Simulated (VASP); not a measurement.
# Cd in VASP: a series of runs

The runs below take Cd through single point, with PBE.

All numbers are computed with VASP 6.6.1; they aren't measurements. Logs are shortened: lines on timing, memory, paths and dates and some standing lists are left out, and cuts for length are marked.

### 1 The cell of the first run

The cell holds a slab with vacuum, 3 atoms: a = 3.604 Å, b = 3.604 Å, c = 16.693 Å, α = 90.00°, β = 90.00°, γ = 90.00°.

### 2 Single point, PBE

File INCAR:

```
SYSTEM = Cd
PREC     = Accurate       ! precision mode
ENCUT    = 520            ! plane-wave cutoff, eV
EDIFF    = 1E-7           ! SCF threshold, eV
ISMEAR   = -1             ! smearing method
SIGMA    = 0.05           ! smearing width, eV
LREAL    = .False.        ! projectors in reciprocal space
LASPH    = .True.         ! aspherical terms in the spheres
NELM     = 100            ! most SCF steps
ALGO     = Normal         ! electronic algorithm
ISIF     = 2              ! what is computed and relaxed
LWAVE    = .False.        ! write WAVECAR
LCHARG   = .False.        ! write CHGCAR
LDIPOL   = .True.       
IDIPOL   = 3            
DIPOL    = 0.5 0.5 0.500
GGA      = PE             ! functional
NBANDS   = 25             ! bands
```

File KPOINTS:

```
regular mesh
0
Gamma
  10 10 1
  0 0 0
```

File POSCAR:

```
Cd
1.0
    3.6039047669      0.0000000000      0.0000000000
    0.0000000000      3.6039047669      0.0000000000
    0.0000000000      0.0000000000     16.6934000000
Cd
3
Direct
    0.0000000000      0.0000000000      0.3893766621
    0.5000000000      0.5000000000      0.5000000750
    0.0000000000      0.0000000000      0.6106233379
```

Potentials or basis: VASP PAW PBE potentials, release 64 (Cd).

The run is started by

```bash
cat potpaw_PBE.64/Cd/POTCAR > POTCAR
mpirun -np 1 vasp_std > vasp.out
```

OUTCAR:

```text
SYSTEM = Cd
   PREC = Accurate
   ENCUT = 520
   EDIFF = 1E-7
   ISMEAR = -1
   LREAL = .False.
   LASPH = .True.
   NELM = 100
   ISIF = 2
   GGA = PE

 ion  position               nearest neighbor table
   1  0.000  0.000  0.389-   2 3.15   2 3.15   2 3.15   2 3.15   3 3.69
   2  0.500  0.500  0.500-   3 3.15   3 3.15   3 3.15   3 3.15   1 3.15   1 3.15   1 3.15   1 3.15

   3  0.000  0.000  0.611-   2 3.15   2 3.15   2 3.15   2 3.15   1 3.69

  LATTYP: Found a simple tetragonal cell.
 ALAT       =     3.6039047669
 C/A-ratio  =     4.6320313881

  Lattice vectors:

 A1 = (   3.6039047669,   0.0000000000,   0.0000000000)
 A2 = (   0.0000000000,   3.6039047669,   0.0000000000)
 A3 = (   0.0000000000,   0.0000000000,  16.6934000000)

Analysis of symmetry for initial positions (statically):
=====================================================================
 Subroutine PRICEL returns:
 Original cell was already a primitive cell.

 Routine SETGRP: Setting up the symmetry group for a
 simple tetragonal supercell.

 Subroutine GETGRP returns: Found 16 space group operations
 (whereof 16 operations were pure point group operations)
 out of a pool of 16 trial point group operations.

The static configuration has the point symmetry D_4h.

Analysis of symmetry for dynamics (positions and initial velocities):
=====================================================================
 Subroutine PRICEL returns:
 Original cell was already a primitive cell.

 Routine SETGRP: Setting up the symmetry group for a
 simple tetragonal supercell.

 Subroutine GETGRP returns: Found 16 space group operations
 (whereof 16 operations were pure point group operations)
 out of a pool of 16 trial point group operations.

The dynamic configuration has the point symmetry D_4h.

 Subroutine INISYM returns: Found 16 space group operations
 (whereof 16 operations are pure point group operations),
 and found     1 'primitive' translations

----------------------------------------------------------------------------------------

                                     Primitive cell

  volume of cell :     216.8160

  direct lattice vectors                    reciprocal lattice vectors
     3.603904767  0.000000000  0.000000000     0.277476810  0.000000000  0.000000000
     0.000000000  3.603904767  0.000000000     0.000000000  0.277476810  0.000000000
     0.000000000  0.000000000 16.693400000     0.000000000  0.000000000  0.059903914

  length of vectors
[... 79 lines left out ...]
   NELM   =    100;   NELMIN=  2; NELMDL= -5     # of ELM steps
   EDIFF  = 0.1E-06   stopping-criterion for ELM
   LREAL  =      F    real-space projection
   EDIFFG = 0.1E-05   stopping-criterion for IOM
   NSW    =      0    number of steps for IOM
   IBRION =     -1    ionic relax: 0-MD 1-quasi-New 2-CG
   NFREE  =      0    steps in history (QN), initial steepest desc. (CG)
   ISIF   =      2    stress and relaxation
   ISYM   =      2    0-nonsym 1-usesym 2-fastsym
   POTIM  = 0.5000    time-step for ionic-motion
   TEBEG  =    0.0;   TEEND  =   0.0 temperature during run
   PSTRESS=    0.0 pullay stress
   NELECT =      36.0000    total number of electrons
   NUPDOWN=      -1.0000    fix difference up-down
   EMIN   =  10.00;   EMAX   =-10.00  energy-range for DOS
   EFERMI =   0.00;   METHOD = LEGACY
   ISMEAR =    -1;   SIGMA  =   0.05  broadening in eV -4-tet -1-fermi 0-gaus
   EFERMI_NEDOS =   21; number of points for ismear=-14 and -15
   IALGO  =     38    algorithm
   IMIX   =      4    mixing-type and parameters
     AMIX     =   0.40;   BMIX     =  1.00
     AMIX_MAG =   1.60;   BMIX_MAG =  1.00
  volume/ion in A,a.u.               =      72.27       487.72
  Fermi-wavevector in a.u.,A,eV,Ry     =   0.899798  1.700372 11.015781  0.809637
  Thomas-Fermi vector in A             =   2.022677
   LORBIT       =      0    0 simple, 1 ext, 2 COOP (PROOUT), +10 PAW based schemes
   GGA     = PE    functional components
[... 5 lines left out ...]
 non-spin polarized calculation
  energy-cutoff  :      520.00
  volume of cell :      216.82
 maximum number of plane-waves:      5871
 NGX is ok and might be reduce to    28
   NGX = 13   NGY = 13   NGZ = 63

 number of electron      36.0000001 magnetization

 dipolmoment           0.000000      0.000000     -0.000008 electrons x Angstroem

 Free energy of the ion-electron system (eV)
  ---------------------------------------------------
  ext. energy  EPLUGINS =         0.00000000
  ---------------------------------------------------
  free energy    TOTEN  =        -1.31801533 eV

  energy without entropy =       -1.30571721  energy(sigma->0) =       -1.31186627

 E-fermi :  -1.9898     XC(G=0):  -4.5391

 val. band max:       -1.9938722596   @ k =   0.5000   0.2000   0.0000
 cond. band min:      -1.9530661820   @ k =   0.4000   0.4000   0.0000
 fundamental gap:      0.0408060776
 Fermi energy:        -1.9897711752

 k-point     1 :       0.0000    0.0000    0.0000
  band No.  band energies     occupation
      1     -11.0037      2.00000
      2     -10.9278      2.00000
      3     -10.6913      2.00000
      4     -10.6913      2.00000
      5     -10.6092      2.00000
      6     -10.5731      2.00000
[... 577 lines left out ...]
     24       2.0289      0.00000
     25       3.6402      0.00000

------------------------ aborting loop because EDIFF is reached ----------------------------------------

 vacuum level on the upper side and lower side of the slab       (xc-potential included)        -0.224        -0.224

  FORCE on cell =-STRESS in cart. coord.  units (eV):
  Direction    XX          YY          ZZ          XY          YZ          ZX
  --------------------------------------------------------------------------------------
  -------------------------------------------------------------------------------------
  Total       -1.1158735     -1.1158735      0.0532166      0.0000000      0.0000000      0.0000000
  in kB       -8.2458257     -8.2458257      0.3932476      0.0000000      0.0000000      0.0000000
  external PRESSURE =      -5.3661346 kB  Pullay stress =       0.0000000 kB

 VOLUME and BASIS-vectors are now :
 -----------------------------------------------------------------------------
  energy-cutoff  :      520.00
  volume of cell :      216.82
      direct lattice vectors                 reciprocal lattice vectors
     3.603904767  0.000000000  0.000000000     0.277476810  0.000000000  0.000000000
     0.000000000  3.603904767  0.000000000     0.000000000  0.277476810  0.000000000
     0.000000000  0.000000000 16.693400000     0.000000000  0.000000000  0.059903914

 POSITION                                       TOTAL-FORCE (eV/Angst)
 -----------------------------------------------------------------------------------
      0.00000      0.00000      6.50002        -0.000000      0.000000     -0.016454
      1.80195      1.80195      8.34670         0.000000      0.000000      0.000000
      0.00000      0.00000     10.19338         0.000000     -0.000000      0.016454
 -----------------------------------------------------------------------------------
    total drift:                                0.000000      0.000000     -0.001113

  FREE ENERGIE OF THE ION-ELECTRON SYSTEM (eV)
  ---------------------------------------------------
  free  energy   TOTEN  =        -1.3180153325 eV

  energy  without entropy=       -1.3057172106  energy(sigma->0) =       -1.31186627

 vacuum level on the upper side and lower side of the slab         1.850         1.850
```

OSZICAR:

```text
N       E                     dE             d eps       ncg     rms          rms(c)
DAV:   1     0.242478501419E+03    0.24248E+03   -0.15697E+04  1050   0.118E+03
DAV:   2     0.793156583781E+01   -0.23455E+03   -0.22829E+03  1117   0.312E+02
DAV:   3    -0.134339073329E+01   -0.92750E+01   -0.92344E+01  1206   0.702E+01
DAV:   4    -0.138765955196E+01   -0.44269E-01   -0.44252E-01  1204   0.490E+00
DAV:   5    -0.138815737783E+01   -0.49783E-03   -0.49782E-03  1388   0.357E-01    0.310E+00
DAV:   6    -0.131955410612E+01    0.68603E-01   -0.21662E-01  1119   0.403E+00    0.258E+00
DAV:   7    -0.131686848098E+01    0.26856E-02   -0.27904E-02  1146   0.110E+00    0.124E+00
DAV:   8    -0.131770996291E+01   -0.84148E-03   -0.35156E-03  1125   0.610E-01    0.727E-02
DAV:   9    -0.131784667058E+01   -0.13671E-03   -0.12083E-04  1116   0.108E-01    0.415E-02
DAV:  10    -0.131795295535E+01   -0.10628E-03   -0.66983E-05  1087   0.536E-02    0.125E-02
DAV:  11    -0.131797930506E+01   -0.26350E-04   -0.13266E-05  1125   0.244E-02    0.265E-03
DAV:  12    -0.131799132327E+01   -0.12018E-04   -0.27122E-06  1115   0.620E-03    0.173E-03
DAV:  13    -0.131799923688E+01   -0.79136E-05   -0.11789E-06   773   0.417E-03    0.110E-03
DAV:  14    -0.131800727346E+01   -0.80366E-05   -0.14366E-06   780   0.227E-03    0.548E-04
DAV:  15    -0.131801259405E+01   -0.53206E-05   -0.98860E-07   753   0.166E-03    0.431E-04
DAV:  16    -0.131801529300E+01   -0.26990E-05   -0.69353E-07   739   0.810E-04    0.114E-04
DAV:  17    -0.131801533252E+01   -0.39519E-07   -0.54572E-09   814   0.202E-04
   1 F= -.13180153E+01 E0= -.13118663E+01  d E =-.122981E-01
```

stdout:

```text
POSCAR found type information on POSCAR Cd
 POSCAR found :  1 types and       3 ions
 scaLAPACK will be used
 LDA part: xc-table for (Slater+PW92), standard interpolation
 POSCAR, INCAR and KPOINTS ok, starting setup
 FFT: planning ... GRIDC
 FFT: planning ... GRID_SOFT
 FFT: planning ... GRID
 WAVECAR not read
 entering main loop
```

Run time: 4.3 min. Hardware: 1 thread of AMD EPYC 7R43 (Zen 3), shared host; peak memory 0.27 GiB.

What came out:

- Free energy: -1.3180 eV
- Largest force: 0.016 eV/Å
- Band gap on the k mesh: zero (band 18 reaches -1.64 eV, above the bottom of band 19 at -2.64 eV)

Forces in eV/Å, atoms in the order of the input:
```
Cd   0.000  0.000 -0.016
Cd   0.000  0.000  0.000
Cd   0.000  0.000  0.016
```

Levels at points of the mesh, in eV from the Fermi level:
```
           k point  band 15  band 16  band 17  band 18  band 19  band 20  band 21  band 22
(0.00, 0.00, 0.00)    -8.04    -6.96    -4.30    -0.98     1.69     3.59     4.76     4.85
(0.50, 0.00, 0.00)    -7.99    -3.77    -3.34    -1.35    -0.65     1.30     3.35     4.57
(0.50, 0.50, 0.00)    -8.07    -0.42    -0.42    -0.24    -0.01     0.77     2.31     2.31
```

### 3 Single point, PBE

File INCAR:

```
  PREC = Accurate
  ENCUT = 520
  EDIFF = 1E-7
  ISMEAR = -1
  SIGMA = 0.05
  LREAL = False
  LASPH = True
  NELM = 60
  ALGO = Normal
  ISIF = 2
  LWAVE = False
  LCHARG = False
  LDIPOL = True
  IDIPOL = 3
  DIPOL = 0.5 0.5 0.500
  GGA = PE
  NBANDS = 25
```

File KPOINTS:

```
Automatic mesh
0
Gamma
  10 10 1
```

POSCAR is that of step 2.

Potentials or basis: VASP PAW PBE potentials, release 64 (Cd).

The run is started by

```bash
cat potpaw_PBE.64/Cd/POTCAR > POTCAR
mpirun -np 1 vasp_std > vasp.out
```

It took 4.6 min on 1 thread of AMD EPYC 7R43 (Zen 3), shared host; peak memory 0.27 GiB.

It converged, with:

```yaml
Free_energy: -1.3180 eV
Largest_force: 0.016 eV/Å
Band_gap_on_the_k_mesh: zero (band 18 reaches -1.64 eV, above the bottom of band 19 at -2.64 eV)
```

Forces on the atoms (eV/Å):
```
Cd   0.000  0.000 -0.016
Cd   0.000  0.000  0.000
Cd   0.000  0.000  0.016
```

Levels at points of the mesh, in eV from the Fermi level:
```csv
k point,band 16,band 17,band 18,band 19,band 20,band 21
"(0.00, 0.00, 0.00)",-6.96,-4.30,-0.98,1.69,3.59,4.76
"(0.50, 0.00, 0.00)",-3.77,-3.34,-1.35,-0.65,1.30,3.35
"(0.50, 0.50, 0.00)",-0.42,-0.42,-0.24,-0.01,0.77,2.31
```
